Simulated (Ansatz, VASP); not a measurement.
## Ca in VASP and in Ansatz

```
CELL_PARAMETERS angstrom
-2.76271 2.76271 0.00000
0.00000 0.00000 5.52541
2.76271 2.76271 0.00000
ATOMIC_POSITIONS crystal
Ca 0.00000 0.00000 0.00000
Ca 0.50000 0.50000 0.50000
```

Alike in both runs: task single point; functional PBE; k mesh 11 × 8 × 11; occupations fermi-dirac, width 0.05 eV; no spin polarisation.

```csv
,VASP,Ansatz
version,VASP 6.6.1,Ansatz 0.2.0
potentials or method,"VASP PAW PBE potentials, release 64 (Ca_sv), cutoff 520 eV","all-electron LAPW, scalar-relativistic"
```

|  | VASP | Ansatz | Ansatz less VASP |
| --- | --- | --- | --- |
| pressure (GPa) | 0.0 | 0.0 | -0.01 |

Ansatz ran all-electron here, and VASP with PAW potentials.
